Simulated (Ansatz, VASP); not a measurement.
One calculation of Cu, two programs

The input INCAR:

```
SYSTEM = Cu
PREC = Accurate
ENCUT = 600
EDIFF = 1E-6
ISMEAR = 0
SIGMA = 0.019000000000000003
LREAL = .FALSE.
LASPH = .TRUE.
NELM = 120
ALGO = Normal
ISIF = 2
LWAVE = .FALSE.
LCHARG = .FALSE.
GGA = PE
NBANDS = 12
GGA_COMPAT = .FALSE.
```

Contents of KPOINTS:

```
regular mesh
0
G
  13 13 13
  0 0 0
```

The input POSCAR:

```
Cu
1.0
    0.0000000000      1.8075000000      1.8075000000
    1.8075000000      0.0000000000      1.8075000000
    1.8075000000      1.8075000000      0.0000000000
Cu
1
Direct
    0.0000000000      0.0000000000      0.0000000000
```

Contents of input.yaml:

```yaml
crystal:
  lattice:
    - [0.0, 1.8075, 1.8075]
    - [1.8075, 0.0, 1.8075]
    - [1.8075, 1.8075, 0.0]
  atoms:
    - { symbol: Cu, position: [0.0, 0.0, 0.0] }
kpoints:
  mp_grid: { grid: [13, 13, 13] }
scf:
  occupations: { method: gaussian, width: 0.019 }
hamiltonian:
  xc: pbe
  pseudopotentials: { kind: all_electron, lapw: { basis_error: 0.001 } }
output:
  forces: true
  stress: true
  eigenvalues: true
```

Alike in both runs: task single point; functional PBE; k mesh 13 × 13 × 13; occupations gaussian, width 0.019 eV; no spin polarisation.

```csv
,VASP,Ansatz
version,VASP 6.6.1,Ansatz 0.2.0
potentials or method,"VASP PAW PBE potentials, release 64 (Cu), cutoff 600 eV","all-electron LAPW, scalar-relativistic"
```

```csv
,VASP,Ansatz,Ansatz less VASP
gap on the k mesh at the Fermi level (eV),none,none,-
pressure (GPa),2.3,1.7,-0.62
```

A gap of «none» marks a metal or a gap that the smearing closes. Ansatz ran all-electron here, and VASP with PAW potentials.
